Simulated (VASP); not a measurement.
HRh6, 14 atoms in the cell. The cell holds a slab with vacuum, 14 atoms: a = 5.416 Å, b = 5.416 Å, c = 21.674 Å, α = 90.00°, β = 90.00°, γ = 90.00°. 

```yaml
Program: VASP 6.6.1
Task: single point
Functional: PBE
Potentials_or_basis: VASP PAW PBE potentials, release 64 (Rh_pv, H)
Cutoff: 520 eV
k_mesh: 5 × 5 × 1
Occupations: gaussian, width 0.1 eV
Spin: no spin polarisation
Dipole_correction: yes
Further_INCAR_settings: ALGO = Normal; EDIFF = 1e-06; NBANDS = 104
```

Potentials or basis: VASP PAW PBE potentials, release 64 (Rh_pv, H).

The run is started by

```console
$ cat potpaw_PBE.64/Rh_pv/POTCAR potpaw_PBE.64/H/POTCAR > POTCAR
$ mpirun -np 1 vasp_std > vasp.out
```

Hardware: 1 thread of Intel(R) Xeon(R) Platinum 8259CL CPU @ 2.50GHz (Skylake/Cascade Lake), with other jobs on the host.

Estimate the wall time of this run.

Run time: 24 min on 1 thread of Intel(R) Xeon(R) Platinum 8259CL CPU @ 2.50GHz (Skylake/Cascade Lake) (shared host), peak memory 0.78 GiB. Counts: scf iterations 32, k points 9.
